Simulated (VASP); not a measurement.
# Sb (R-3m) in VASP: notebook

The runs below take Sb through single point, relaxation of cell and atoms, with PBEsol.

Program: VASP 6.6.1. These are calculated values, not measurements. Logs are shortened: lines on timing, memory, paths and dates and some standing lists are left out, and cuts for length are marked.

**1. The cell of the first run**

The structure is trigonal, space group R-3m (No. 166). Conventional cell: a = 4.322 Å, b = 4.322 Å, c = 11.059 Å, α = 90.00°, β = 90.00°, γ = 120.00°. Sb (site symmetry 3m) has 6 Sb at 2.93 to 3.30 Å within 3.9 Å.

**2. Single point, PBEsol**

The input, INCAR:

```
SYSTEM = Sb
PREC = Accurate ; ENCUT = 500
EDIFF = 1E-6 ; ISMEAR = 0
SIGMA = 0.1 ; LREAL = .False.
LASPH = .True. ; NELM = 120
ALGO = Normal ; ISIF = 2
LWAVE = .False. ; LCHARG = .False.
GGA = PS ; NBANDS = 12
GGA_COMPAT = .False.
```

The input, KPOINTS:

```
regular mesh
0
Gamma
  12 12 12
  0 0 0
```

The input, POSCAR:

```
Sb
1.0
    2.1609827463      1.2476439703      3.6862492334
   -2.1609827463      1.2476439703      3.6862492334
    0.0000000000     -2.4952879406      3.6862492334
Sb
2
Direct
    0.2357220352      0.2357220352      0.2357220352
    0.7642779648      0.7642779648      0.7642779648
```

Potentials or basis: VASP PAW PBE potentials, release 64 (Sb).

Launch:

```bash
$ cat potpaw_PBE.64/Sb/POTCAR > POTCAR
$ mpirun -np 1 vasp_std > vasp.out
```

OUTCAR:

```text
SYSTEM = Sb
   PREC = Accurate
   ENCUT = 500
   EDIFF = 1E-6
   ISMEAR = 0
   LREAL = .False.
   LASPH = .True.
   NELM = 120
   ISIF = 2
   GGA = PS

 ion  position               nearest neighbor table
   1  0.236  0.236  0.236-   2 2.93   2 2.93   2 2.93   2 3.30   2 3.30   2 3.30
   2  0.764  0.764  0.764-   1 2.93   1 2.93   1 2.93   1 3.30   1 3.30   1 3.30

  LATTYP: Found a trigonal (rhomboedric) cell.
 ALAT       =     4.4513925144
 COS(alpha) =     0.5286529295

  Lattice vectors:

 A1 = (   2.1609827463,   1.2476439703,   3.6862492334)
 A2 = (  -2.1609827463,   1.2476439703,   3.6862492334)
 A3 = (   0.0000000000,  -2.4952879406,   3.6862492334)

Analysis of symmetry for initial positions (statically):
=====================================================================
 Subroutine PRICEL returns:
 Original cell was already a primitive cell.

 Routine SETGRP: Setting up the symmetry group for a
 trigonal (rhombohedral) supercell.

 Subroutine GETGRP returns: Found 12 space group operations
 (whereof 12 operations were pure point group operations)
 out of a pool of 12 trial point group operations.

The static configuration has the point symmetry D_3d.

Analysis of symmetry for dynamics (positions and initial velocities):
=====================================================================
 Subroutine PRICEL returns:
 Original cell was already a primitive cell.

 Routine SETGRP: Setting up the symmetry group for a
 trigonal (rhombohedral) supercell.

 Subroutine GETGRP returns: Found 12 space group operations
 (whereof 12 operations were pure point group operations)
 out of a pool of 12 trial point group operations.

The dynamic configuration has the point symmetry D_3d.

 Subroutine INISYM returns: Found 12 space group operations
 (whereof 12 operations are pure point group operations),
 and found     1 'primitive' translations

----------------------------------------------------------------------------------------

                                     Primitive cell

  volume of cell :      59.6318

  direct lattice vectors                    reciprocal lattice vectors
     2.160982746  1.247643970  3.686249233     0.231376211  0.133585118  0.090426152
    -2.160982746  1.247643970  3.686249233    -0.231376211  0.133585118  0.090426152
     0.000000000 -2.495287941  3.686249233     0.000000000 -0.267170235  0.090426152

  length of vectors
     4.451392514  4.451392514  4.451392514     0.282058192  0.282058192  0.282058192

  position of ions in fractional coordinates (direct lattice)
     0.235722035  0.235722035  0.235722035
     0.764277965  0.764277965  0.764277965

[... 83 lines left out ...]
   ISYM   =      2    0-nonsym 1-usesym 2-fastsym
   POTIM  = 0.5000    time-step for ionic-motion
   TEBEG  =    0.0;   TEEND  =   0.0 temperature during run
   PSTRESS=    0.0 pullay stress
   NELECT =      10.0000    total number of electrons
   NUPDOWN=      -1.0000    fix difference up-down
   EMIN   =  10.00;   EMAX   =-10.00  energy-range for DOS
   EFERMI =   0.00;   METHOD = LEGACY
   ISMEAR =     0;   SIGMA  =   0.10  broadening in eV -4-tet -1-fermi 0-gaus
   EFERMI_NEDOS =   21; number of points for ismear=-14 and -15
   IALGO  =     38    algorithm
   IMIX   =      4    mixing-type and parameters
     AMIX     =   0.40;   BMIX     =  1.00
     AMIX_MAG =   1.60;   BMIX_MAG =  1.00
  volume/ion in A,a.u.               =      29.82       201.21
  Fermi-wavevector in a.u.,A,eV,Ry     =   0.902781  1.706008 11.088921  0.815013
  Thomas-Fermi vector in A             =   2.026026
   LORBIT       =      0    0 simple, 1 ext, 2 COOP (PROOUT), +10 PAW based schemes
   GGA     = PS    functional components
   LHFCALC =     F    Hartree Fock is set to
   AEXX    =    0.0000 exact exchange contribution
   IVDW    =     0    specifies the selected vdW correction
   LEPSILON=     F    determine dielectric tensor
   LRPA    =     F    only Hartree local field effects (RPA)
 non-spin polarized calculation
 Gauss-broadening in eV      SIGMA  =   0.10
  energy-cutoff  :      500.00
  volume of cell :       59.63
 maximum number of plane-waves:      1538
   NGX = 17   NGY = 17   NGZ = 17

 number of electron      10.0000000 magnetization

 number of electron       9.9999999 magnetization

 Free energy of the ion-electron system (eV)
  ---------------------------------------------------
  ext. energy  EPLUGINS =         0.00000000
  ---------------------------------------------------
  free energy    TOTEN  =        -9.11768938 eV

  energy without entropy =       -9.11709093  energy(sigma->0) =       -9.11739016

 E-fermi :   7.2092     XC(G=0):  -9.7281

 val. band max:        7.1057549425   @ k =   0.2500   0.2500   0.1667
 cond. band min:       7.2147216804   @ k =  -0.4167   0.5000   0.4167
 fundamental gap:      0.1089667379
 Fermi energy:         7.2092242266

 k-point     1 :       0.0000    0.0000    0.0000
  band No.  band energies     occupation
      1      -5.5001      2.00000
      2       2.5473      2.00000
      3       5.2941      2.00000
      4       5.4408      2.00000
      5       5.4408      2.00000
      6       9.5539      0.00000
      7      10.0665      0.00000
      8      10.0665      0.00000
      9      12.1989      0.00000
     10      12.1989      0.00000
     11      12.3651      0.00000
     12      13.7482      0.00000
[... 331 lines left out ...]
 k-point    24 :      -0.4167    0.1667    0.0000
  band No.  band energies     occupation
      1      -2.9414      2.00000
      2      -2.2547      2.00000
      3       3.5445      2.00000
      4       5.1014      2.00000
      5       5.5533      2.00000
      6       8.1977      0.00000
      7       8.5989      0.00000
      8      10.3951      0.00000
      9      13.8372      0.00000
     10      14.2532      0.00000
     11      14.9018      0.00000
     12      17.5215      0.00000

 [... further k-points ...]
[... 5 lines left out ...]
  --------------------------------------------------------------------------------------
  -------------------------------------------------------------------------------------
  Total        0.0734808      0.0734808      0.0550968      0.0000000     -0.0000000      0.0000000
  in kB        1.9742701      1.9742701      1.4803305      0.0000000     -0.0000000      0.0000000
  external PRESSURE =       1.8096236 kB  Pullay stress =       0.0000000 kB

 VOLUME and BASIS-vectors are now :
 -----------------------------------------------------------------------------
  energy-cutoff  :      500.00
  volume of cell :       59.63
      direct lattice vectors                 reciprocal lattice vectors
     2.160982746  1.247643970  3.686249233     0.231376211  0.133585118  0.090426152
    -2.160982746  1.247643970  3.686249233    -0.231376211  0.133585118  0.090426152
     0.000000000 -2.495287941  3.686249233     0.000000000 -0.267170235  0.090426152

 POSITION                                       TOTAL-FORCE (eV/Angst)
 -----------------------------------------------------------------------------------
      0.00000      0.00000      2.60679         0.000000      0.000000      0.047072
      0.00000      0.00000      8.45196         0.000000      0.000000     -0.047072
 -----------------------------------------------------------------------------------
    total drift:                                0.000000      0.000000     -0.000000

  FREE ENERGIE OF THE ION-ELECTRON SYSTEM (eV)
  ---------------------------------------------------
  free  energy   TOTEN  =        -9.1176893845 eV

  energy  without entropy=       -9.1170909275  energy(sigma->0) =       -9.11739016
```

OSZICAR:

```text
N       E                     dE             d eps       ncg     rms          rms(c)
DAV:   1     0.327361808229E+02    0.32736E+02   -0.34803E+03  4536   0.636E+02
DAV:   2    -0.726554099354E+01   -0.40002E+02   -0.38666E+02  5888   0.106E+02
DAV:   3    -0.911623980109E+01   -0.18507E+01   -0.18370E+01  5492   0.251E+01
DAV:   4    -0.913205872234E+01   -0.15819E-01   -0.15811E-01  5304   0.284E+00
DAV:   5    -0.913225411436E+01   -0.19539E-03   -0.19539E-03  5516   0.342E-01    0.289E+00
DAV:   6    -0.912324297807E+01    0.90111E-02   -0.20348E-03  5384   0.258E-01    0.173E+00
DAV:   7    -0.911764889193E+01    0.55941E-02   -0.50367E-03  5156   0.396E-01    0.574E-02
DAV:   8    -0.911768254961E+01   -0.33658E-04   -0.11849E-04  5548   0.713E-02    0.168E-02
DAV:   9    -0.911768989633E+01   -0.73467E-05   -0.12995E-05  5460   0.213E-02    0.508E-03
DAV:  10    -0.911768938445E+01    0.51187E-06   -0.14250E-06  3696   0.651E-03
   1 F= -.91176894E+01 E0= -.91173902E+01  d E =-.598457E-03
```

stdout:

```text
POSCAR found type information on POSCAR Sb
 POSCAR found :  1 types and       2 ions
 scaLAPACK will be used
 -----------------------------------------------------------------------------
|                                                                             |
|                                                                             |
|     You enforced a specific xc type in the INCAR file but a different       |
|     I HOPE YOU KNOW WHAT YOU ARE DOING!                                     |
|                                                                             |
 -----------------------------------------------------------------------------

 LDA part: xc-table for (Slater+PW92), standard interpolation
 POSCAR, INCAR and KPOINTS ok, starting setup
 FFT: planning ... GRIDC
 FFT: planning ... GRID_SOFT
 FFT: planning ... GRID
 WAVECAR not read
 entering main loop
```

Run time: 52 s. Hardware: 1 thread of Intel Xeon Platinum 8259CL at 2.50GHz (Skylake/Cascade Lake), shared host; peak memory 0.25 GiB.

Results:

```yaml
Free_energy: -9.1177 eV
Pressure: 0.2 GPa
Largest_force: 0.047 eV/Å
Band_gap_on_the_k_mesh: zero (band 5 reaches 7.32 eV, above the bottom of band 6 at 7.06 eV)
```

Forces on the atoms (eV/Å):
```
Sb   0.000  0.000  0.047
Sb   0.000  0.000 -0.047
```

Levels at points of the mesh, in eV from the Fermi level:
| k point | band 3 | band 4 | band 5 | band 6 | band 7 | band 8 |
| --- | --- | --- | --- | --- | --- | --- |
| (0.00, 0.00, 0.00) | -1.92 | -1.77 | -1.77 | 2.34 | 2.86 | 2.86 |
| (0.50, 0.00, 0.00) | -1.73 | -1.56 | -0.25 | -0.15 | 0.26 | 0.36 |
| (0.50, 0.50, 0.00) | -5.52 | -3.72 | -3.68 | 1.59 | 5.11 | 5.53 |
| (0.50, 0.50, 0.50) | -1.22 | -1.22 | -0.45 | 0.02 | 0.02 | 1.00 |

Caveat: the PAW data sets were made with another functional, which shifts forces and pressure a little; spin-orbit coupling is left out, which moves the levels of the heavy elements.

**3. Relaxation of cell and atoms, PBEsol**

The input, INCAR:

```
PREC     = Accurate       # precision mode
ENCUT    = 500            # plane-wave cutoff, eV
EDIFF    = 1E-7           # SCF threshold, eV
ISMEAR   = 0              # smearing method
SIGMA    = 0.1            # smearing width, eV
LREAL    = F              # projectors in reciprocal space
LASPH    = T              # aspherical terms in the spheres
NELM     = 120            # most SCF steps
ALGO     = Normal         # electronic algorithm
ISIF     = 3              # what is computed and relaxed
LWAVE    = F              # write WAVECAR
LCHARG   = F              # write CHGCAR
GGA      = PS             # functional
IBRION   = 2              # ionic algorithm
NSW      = 70             # ionic steps
EDIFFG   = -0.005         # ionic threshold
GGA_COMPAT= F            
NELMIN   = 4
```

The input, KPOINTS:

```
regular mesh
0
Gamma
  12 12 12
```

The input, POSCAR:

```
Sb
1.0
    2.1616083304      1.2480051515      3.6796745313
   -2.1616083304      1.2480051515      3.6796745313
    0.0000000000     -2.4960103029      3.6796745313
Sb
2
Direct
    0.2361487230      0.2361487230      0.2361487230
    0.7638512770      0.7638512770      0.7638512770
```

Potentials or basis: VASP PAW PBE potentials, release 64 (Sb).

Launch:

```bash
$ cat potpaw_PBE.64/Sb/POTCAR > POTCAR
$ mpirun -np 1 vasp_std > vasp.out
```

OUTCAR:

```text
PREC = Accurate
   ENCUT = 500
   EDIFF = 1E-7
   ISMEAR = 0
   LREAL = F
   LASPH = T
   NELM = 120
   ISIF = 3
   GGA = PS
   IBRION = 2
   NSW = 70
   EDIFFG = -0.005
   NELMIN = 4

 ion  position               nearest neighbor table
   1  0.236  0.236  0.236-   2 2.93   2 2.93   2 2.93   2 3.29   2 3.29   2 3.29
   2  0.764  0.764  0.764-   1 2.93   1 2.93   1 2.93   1 3.29   1 3.29   1 3.29

  LATTYP: Found a trigonal (rhomboedric) cell.
 ALAT       =     4.4463549216
 COS(alpha) =     0.5273107196

  Lattice vectors:

 A1 = (   2.1616083304,   1.2480051515,   3.6796745313)
 A2 = (  -2.1616083304,   1.2480051515,   3.6796745313)
 A3 = (   0.0000000000,  -2.4960103029,   3.6796745313)

[... 253 lines left out ...]
  free energy    TOTEN  =        -9.11796539 eV

  energy without entropy =       -9.11731150  energy(sigma->0) =       -9.11763844

 E-fermi :   7.1909     XC(G=0):  -9.7270

 val. band max:        7.0983160466   @ k =   0.2500   0.2500   0.1667
 cond. band min:       7.1910190197   @ k =  -0.4167   0.5000   0.4167
 fundamental gap:      0.0927029731
 Fermi energy:         7.1909210313

 k-point     1 :       0.0000    0.0000    0.0000
  band No.  band energies     occupation
      1      -5.4959      2.00000
      2       2.5312      2.00000
      3       5.2894      2.00000
      4       5.4340      2.00000
      5       5.4340      2.00000
      6       9.5844      0.00000
      7      10.0678      0.00000
      8      10.0678      0.00000
      9      12.1705      0.00000
[... 265 lines left out ...]
 k-point    24 :      -0.4167    0.1667   -0.0000
  band No.  band energies     occupation
      1      -2.9373      2.00000
      2      -2.2628      2.00000
      3       3.5496      2.00000
      4       5.1051      2.00000
      5       5.5445      2.00000
      6       8.1771      0.00000
      7       8.5899      0.00000
      8      10.3810      0.00000
      9      13.8363      0.00000

 [... further k-points ...]
[... 5 lines left out ...]
  --------------------------------------------------------------------------------------
  -------------------------------------------------------------------------------------
  Total        0.0014729      0.0014729     -0.0019177      0.0000000     -0.0000000      0.0000000
  in kB        0.0395503      0.0395503     -0.0514935      0.0000000     -0.0000000      0.0000000
  external PRESSURE =       0.0092023 kB  Pullay stress =       0.0000000 kB
[... 17 lines left out ...]
  FREE ENERGIE OF THE ION-ELECTRON SYSTEM (eV)
  ---------------------------------------------------
  free  energy   TOTEN  =        -9.1179653871 eV

  energy  without entropy=       -9.1173114973  energy(sigma->0) =       -9.11763844

 reached required accuracy - stopping structural energy minimisation
```

Wall time 83 s (1 thread of Intel Xeon Platinum 8259CL at 2.50GHz (Skylake/Cascade Lake), shared host); peak memory 0.25 GiB.

What came out:

```yaml
Free_energy: -9.1180 eV
Relaxed_volume: 29.83 Å³/atom
Relaxed_cell: a = 4.449 Å, b = 4.449 Å, c = 4.449 Å, α = 58.18°, β = 58.18°, γ = 58.18°
Space_group_after_relaxing_to_0.05_Å: R-3m (No. 166)
Energy_gained_by_relaxing: 0.0 meV/atom
Ionic_steps: 3
Pressure_after_relaxing: 0.0 GPa
Band_gap_on_the_k_mesh: zero (band 5 reaches 7.31 eV, above the bottom of band 6 at 7.05 eV)
```

Forces on the atoms (eV/Å):
```
Sb   0.000  0.000  0.002
Sb   0.000  0.000 -0.002
```

Final structure:
```
CELL_PARAMETERS angstrom
2.16301 1.24882 3.68156
-2.16301 1.24882 3.68156
0.00000 -2.49763 3.68156
ATOMIC_POSITIONS crystal
Sb 0.23618 0.23618 0.23618
Sb 0.76382 0.76382 0.76382
```

Caveat: the PAW data sets were made with another functional, which shifts forces and pressure a little; spin-orbit coupling is left out, which moves the levels of the heavy elements.
